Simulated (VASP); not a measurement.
Runs of VASP 6.6.1 on BN. The structure is that of space group P6_3mc (No. 186), or close to it. The cells are those of the table. 

```csv
level,cell,k mesh,gap on the mesh (eV),pressure (GPa),largest force (eV/Å)
PBE,"a = 2.533, b = 2.533, c = 8.324 Å, angles 90.0, 90.0, 120.0°, 8 atoms",9 × 9 × 4,5.68,12.4,0.01
r2SCAN,"a = 2.548, b = 2.548, c = 8.375 Å, angles 90.0, 90.0, 120.0°, 8 atoms",12 × 12 × 4,6.06,1.1,-
PBE,"a = 2.609, b = 2.609, c = 8.574 Å, angles 90.0, 90.0, 120.0°, 8 atoms",9 × 9 × 4,5.47,-19.3,0.03
PBE,"a = 2.548, b = 2.548, c = 8.375 Å, angles 90.0, 90.0, 120.0°, 8 atoms",12 × 12 × 4,5.52,5.0,0.01
r2SCAN,"a = 2.573, b = 2.573, c = 8.458 Å, angles 90.0, 90.0, 120.0°, 8 atoms",9 × 9 × 4,6.10,(a),0.01
r2SCAN,"a = 2.496, b = 2.496, c = 8.204 Å, angles 90.0, 90.0, 120.0°, 8 atoms",9 × 9 × 4,6.33,28.5,0.03
PBE,"a = 2.506, b = 2.506, c = 8.237 Å, angles 90.0, 90.0, 120.0°, 8 atoms",9 × 9 × 4,5.75,26.3,0.03
PBE,"a = 2.558, b = 2.558, c = 8.409 Å, angles 90.0, 90.0, 120.0°, 8 atoms",9 × 9 × 4,5.61,0.3,-
PBE,"a = 2.584, b = 2.584, c = 8.492 Å, angles 90.0, 90.0, 120.0°, 8 atoms",9 × 9 × 4,5.54,-10.2,0.02
r2SCAN,"a = 2.548, b = 2.548, c = 8.375 Å, angles 90.0, 90.0, 120.0°, 8 atoms",9 × 9 × 4,(b),1.1,-
r2SCAN,"a = 2.522, b = 2.522, c = 8.291 Å, angles 90.0, 90.0, 120.0°, 8 atoms",9 × 9 × 4,6.26,13.9,0.02
r2SCAN,"a = 2.598, b = 2.598, c = 8.540 Å, angles 90.0, 90.0, 120.0°, 8 atoms",9 × 9 × 4,6.02,-19.6,0.03
```

Alike in all rows: task single point; potentials or basis VASP PAW PBE potentials, release 64 (B, N); no spin polarisation; cutoff (eV) 520; smearing gaussian 0.01 eV.

Task: Estimate the missing entries.

Result: (a) -10.0; (b) 6.18.

Caveats: the PAW data sets were made with another functional, which shifts forces and pressure a little (some runs).

A k mesh can miss the band edges.
